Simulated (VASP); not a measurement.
Crystal: In3GaSb2N2.

```
CELL_PARAMETERS angstrom
6.36000 0.00000 0.00000
0.00000 3.89500 0.00000
0.00000 0.00000 6.75000
ATOMIC_POSITIONS crystal
In 0.50000 0.50000 0.83330
In 0.00000 0.50000 0.50000
In 0.50000 0.00000 0.33330
Ga 0.00000 0.00000 0.00000
Sb 0.37500 0.50000 0.50000
Sb 0.87500 0.00000 0.33330
N 0.37500 0.00000 0.00000
N 0.87500 0.50000 0.83330
```

| Item | Value |
| --- | --- |
| Program | VASP 6.6.1 |
| Task | relaxation of cell and atoms |
| Functional | PBE |
| Potentials or basis | VASP PAW PBE potentials, release 64 (In_d, Ga_d, Sb, N) |
| Cutoff | 600 eV |
| k mesh | 2 × 3 × 2 |
| Occupations | gaussian, width 0.15 eV |
| Spin | no spin polarisation |

At the start: pressure 24.5 GPa; volume 20.90 Å³/atom.

Task: How do energy, volume and symmetry change on relaxing?

Result: Over 33 steps the energy falls by 1233.6 meV/atom and the volume is 21.86 Å³/atom (+4.6 %); space group Pm (No. 6, to 0.1 Å) before and after.

Step by step:
```tsv
step	energy change (eV)	largest force (eV/Å)	pressure (GPa)	volume (Å³)
1	0.0000	6.6910	24.50	167.21
2	-4.4218	1.1745	-7.89	256.91
3	-5.3646	2.2934	-3.85	220.76
4	-5.3652	2.3455	-3.61	219.59
5	-6.2496	1.4308	-2.23	207.81
6	-6.5798	2.2782	0.67	196.61
7	-7.1515	1.5239	0.65	191.00
8	-7.8178	1.4922	3.75	173.05
9	-8.3695	1.1460	-0.89	179.83
10	-8.3754	1.1384	-1.31	180.70
11	-8.6090	0.9609	-0.30	177.26
12	-8.7608	1.8739	1.53	172.53
13	-8.9320	1.3002	0.97	173.30
14	-9.1485	0.8193	-0.46	175.27
15	-9.3334	0.9158	-0.73	175.31
16	-9.1961	2.1272	-0.06	174.80
17	-9.4325	1.2297	-0.87	175.24
18	-9.4395	1.3468	-0.86	175.20
19	-9.5811	0.9543	-0.07	173.59
20	-9.6704	0.7657	1.63	170.90
21	-9.7413	0.4557	0.22	173.90
22	-9.7494	0.5075	-0.37	175.36
23	-9.7879	0.4102	-0.36	175.41
24	-9.8257	0.3810	-0.21	175.50
25	-9.8451	0.2254	0.15	174.68
26	-9.8451	0.2193	0.18	174.63
27	-9.8555	0.1503	-0.07	175.26
28	-9.8581	0.1594	-0.25	175.75
29	-9.8633	0.1277	0.10	174.86
30	-9.8639	0.1128	0.28	174.43
31	-9.8671	0.1067	-0.12	175.17
32	-9.8671	0.1064	-0.13	175.19
33	-9.8687	0.0781	0.03	174.90
```

Final structure:
```
In Ga Sb N
1.0
     5.76509    0.00000   -0.11551
     0.00000    3.35535    0.00000
    -0.07758    0.00000    9.04308
In Ga Sb N
3 1 2 2
Direct
  0.52286 0.50000 0.87856
  0.92759 0.50000 0.60933
  0.41802 0.00000 0.23503
  0.02586 0.00000 0.95446
  0.42265 0.50000 0.56300
  0.91480 0.00000 0.24568
  0.36359 0.00000 0.98547
  0.90463 0.50000 0.86167
```

Caveat: the k points lie up to 0.62 Å⁻¹ apart in the final cell, too coarse for converged energies and pressures of a metal; a cell axis changed by over 15 % at a fixed basis, so the end point is rough; the relaxation stopped at a loose force limit of 0.08 eV/Å, so its end isn't a converged minimum.
